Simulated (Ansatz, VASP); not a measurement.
**MgCl6 in VASP and in Ansatz**

```xyz
7
Lattice="0.0000 4.5776 4.5776 4.5776 0.0000 4.5776 4.5776 4.5776 0.0000" Properties=species:S:1:pos:R:3 pbc="T T T"
Mg    0.0000    0.0000    0.0000
Cl    6.6820    4.5776    4.5776
Cl    2.4732    4.5776    4.5776
Cl    4.5776    6.6820    4.5776
Cl    4.5776    2.4732    4.5776
Cl    4.5776    4.5776    6.6820
Cl    4.5776    4.5776    2.4732
```

Alike in both runs: task single point; functional PBE; k mesh 4 × 4 × 4; occupations gaussian, width 0.1 eV; no spin polarisation.

|  | VASP | Ansatz |
| --- | --- | --- |
| version | VASP 6.6.1 | Ansatz 0.2.0 |
| potentials or method | VASP PAW PBE potentials, release 64 (Mg, Cl), cutoff 520 eV | scalar-relativistic, plane waves, PAW |
| valence electrons in the cell | 44 | 52 |

```tsv
	VASP	Ansatz	Ansatz less VASP
gap on the k mesh at the Fermi level (eV)	none	none	-
pressure (GPa)	1.2	1.3	+0.12
rms of the force components (eV/Å)	0.305	0.298	-0.0071
```

Atom by atom the forces differ by 0.007 eV/Å (rms over components). A gap of «none» marks a metal or a gap that the smearing closes. VASP's potentials hold 44 valence electrons a cell and Ansatz's 52, so a difference there can come from the potentials and not from the codes.
